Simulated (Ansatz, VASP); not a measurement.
# AlGa2P3: VASP beside Ansatz

The input POSCAR:

```
AlGa2P3
1.0
    3.9371112984      0.0000000000      0.0000000000
   -1.9685556492      3.4096384020      0.0000000000
    0.0000000000      0.0000000000      9.6443235201
Al Ga P
1 2 3
Direct
    0.0000000000      0.0000000000     -0.0003012043
    0.6666666667      0.3333333333      0.6662995628
    0.3333333333      0.6666666667      0.3338614991
    0.6666666667      0.3333333333      0.9166244678
    0.3333333333      0.6666666667      0.5832781657
    0.0000000000      0.0000000000      0.2502375087
```

The input INCAR.step1:

```
PREC     = Accurate       # precision mode
ENCUT    = 550            # plane-wave cutoff, eV
ISMEAR   = 0              # smearing method
SIGMA    = 0.01           # smearing width, eV
LREAL    = F              # projectors in reciprocal space
LASPH    = T              # aspherical terms in the spheres
NELM     = 120            # most SCF steps
NBANDS   = 31             # bands
GGA      = PE             # functional
ALGO     = Normal         # electronic algorithm
EDIFF    = 1E-5           # SCF threshold, eV
LWAVE    = T              # write WAVECAR
LCHARG   = F              # write CHGCAR
GGA_COMPAT= F
```

INCAR.step2

```
PREC     = Accurate       # precision mode
ENCUT    = 550            # plane-wave cutoff, eV
EDIFF    = 1E-6           # SCF threshold, eV
ISMEAR   = 0              # smearing method
SIGMA    = 0.01           # smearing width, eV
LREAL    = F              # projectors in reciprocal space
LASPH    = T              # aspherical terms in the spheres
NELM     = 120            # most SCF steps
ALGO     = Normal         # electronic algorithm
ISIF     = 2              # what is computed and relaxed
LWAVE    = F              # write WAVECAR
LCHARG   = F              # write CHGCAR
METAGGA  = R2SCAN         # meta-GGA
LMIXTAU  = T            
NBANDS   = 31             # bands
ISTART   = 1            
GGA_COMPAT= F
```

File KPOINTS:

```
Automatic mesh
0
Gamma
  6 6 2
```

Input for Ansatz:

```yaml
crystal:
  lattice:
    - [3.9371112984, 0.0, 0.0]
    - [-1.9685556492, 3.409638402, 0.0]
    - [0.0, 0.0, 9.6443235201]
  atoms:
    - { symbol: Al, position: [0.0, 0.0, -0.0003012043] }
    - { symbol: Ga, position: [0.6666666667, 0.3333333333, 0.6662995628] }
    - { symbol: Ga, position: [0.3333333333, 0.6666666667, 0.3338614991] }
    - { symbol: P, position: [0.6666666667, 0.3333333333, 0.9166244678] }
    - { symbol: P, position: [0.3333333333, 0.6666666667, 0.5832781657] }
    - { symbol: P, position: [0.0, 0.0, 0.2502375087] }
kpoints:
  mp_grid: { grid: [6, 6, 2] }
hamiltonian:
  xc: r2scan
scf:
  occupations: { method: fixed }
  n_extra_bands: 5
output:
  forces: true
  stress: true
  eigenvalues: true
```

Alike in both runs: task single point; functional r2SCAN; k mesh 6 × 6 × 2; no spin polarisation.

```csv
,VASP,Ansatz
version,VASP 6.6.1,Ansatz 0.2.0
potentials or method,"VASP PAW PBE potentials, release 64 (Al, Ga_d, P)","plane waves, PAW"
plane-wave cutoff (eV),550,500
occupations,"gaussian, width 0.01 eV",fixed
valence electrons in the cell,44,44
```

Ansatz gave:

- gap on the k mesh at the Fermi level (eV): 1.98
- pressure (GPa): -4.5
- traceless stress, the component that is largest in VASP (GPa): -0.10
- rms of the force components (eV/Å): 0.008

Which values does VASP return?

gap on the k mesh at the Fermi level (eV): 1.99; pressure (GPa): -4.7; traceless stress, the component that is largest in VASP (GPa): -0.10; rms of the force components (eV/Å): 0.015.

VASP's potentials were made for PBE, not for r2SCAN. Atom by atom the forces differ by 0.007 eV/Å (rms over components).
